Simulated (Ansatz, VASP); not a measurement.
**Al5InAs6 in VASP and in Ansatz**

The input INCAR:

```
ALGO = Normal ; EDIFF = 1E-7
EDIFFG = -0.04 ; ENCUT = 600
GGA = PE ; IBRION = 2
ISIF = 3 ; ISMEAR = 0
LASPH = True ; LCHARG = False
LREAL = False ; LWAVE = False
NELM = 60 ; NSW = 90
PREC = Accurate ; SIGMA = 0.1
```

KPOINTS

```
k-points
0
Gamma
  6 6 1
```

File POSCAR:

```
Al5InAs6
1.0
    3.8660045200      0.0000000000      0.0000000000
   -1.9330022600      3.3480581200      0.0000000000
    0.0000000000      0.0000000000     19.0694056800
Al In As
5 1 6
Direct
    0.6666666700      0.3333333300      0.1668627100
    0.6666666700      0.3333333300      0.5001960400
    0.6666666700      0.3333333300      0.8335293700
    0.3333333300      0.6666666700      0.0001960400
    0.3333333300      0.6666666700      0.3335293700
    0.3333333300      0.6666666700      0.6668627100
    0.6666666700      0.3333333300      0.2916372800
    0.6666666700      0.3333333300      0.6249706100
    0.6666666700      0.3333333300      0.9583039500
    0.3333333300      0.6666666700      0.1249706100
    0.3333333300      0.6666666700      0.4583039500
    0.3333333300      0.6666666700      0.7916372800
```

Input for Ansatz:

```yaml
crystal:
  lattice:
    - [3.86600452, 0.0, 0.0]
    - [-1.93300226, 3.34805812, 0.0]
    - [0.0, 0.0, 19.06940568]
  atoms:
    - { symbol: Al, position: [0.66666667, 0.33333333, 0.16686271] }
    - { symbol: Al, position: [0.66666667, 0.33333333, 0.50019604] }
    - { symbol: Al, position: [0.66666667, 0.33333333, 0.83352937] }
    - { symbol: Al, position: [0.33333333, 0.66666667, 0.00019604] }
    - { symbol: Al, position: [0.33333333, 0.66666667, 0.33352937] }
    - { symbol: In, position: [0.33333333, 0.66666667, 0.66686271] }
    - { symbol: As, position: [0.66666667, 0.33333333, 0.29163728] }
    - { symbol: As, position: [0.66666667, 0.33333333, 0.62497061] }
    - { symbol: As, position: [0.66666667, 0.33333333, 0.95830395] }
    - { symbol: As, position: [0.33333333, 0.66666667, 0.12497061] }
    - { symbol: As, position: [0.33333333, 0.66666667, 0.45830395] }
    - { symbol: As, position: [0.33333333, 0.66666667, 0.79163728] }
basis:
  ecutwfc: 420
kpoints:
  mp_grid: { grid: [6, 6, 1] }
hamiltonian:
  xc: pbe
scf:
  occupations: { method: gaussian, width: 0.1 }
  lower_state_search: "off"
output:
  forces: true
  stress: true
  eigenvalues: true
relax:
  adjacent_minimum: "off"
  f_tol: 0.04
  max_steps: 70
  cell: { stress_tol: 0.4 }
```

Alike in both runs: task relaxation of cell and atoms; functional PBE; k mesh 6 × 6 × 1; occupations gaussian, width 0.1 eV; no spin polarisation.

```csv
,VASP,Ansatz
version,VASP 6.6.1,Ansatz 0.2.0
potentials or method,"VASP PAW PBE potentials, release 64 (Al, In_d, As), cutoff 600 eV","scalar-relativistic, plane waves, PAW"
valence electrons in the cell,58,118
```

VASP gave:

```
gap on the k mesh at the Fermi level, each at its own relaxed structure (eV) : 0.92
relaxed volume (Å³/atom)                                                     : 24.47
relaxed cell length with the largest relative difference (Å)                 : 20.230
```

**Question.** What did Ansatz give for the same quantities?

**Answer.** gap on the k mesh at the Fermi level, each at its own relaxed structure (eV): 0.94; relaxed volume (Å³/atom): 24.38; relaxed cell length with the largest relative difference (Å): 20.186.

VASP's potentials hold 58 valence electrons a cell and Ansatz's 118, so a difference there can come from the potentials and not from the codes.

Noted on VASP's run: the volume moved by over 15 % at a fixed basis, so the end points are rough.
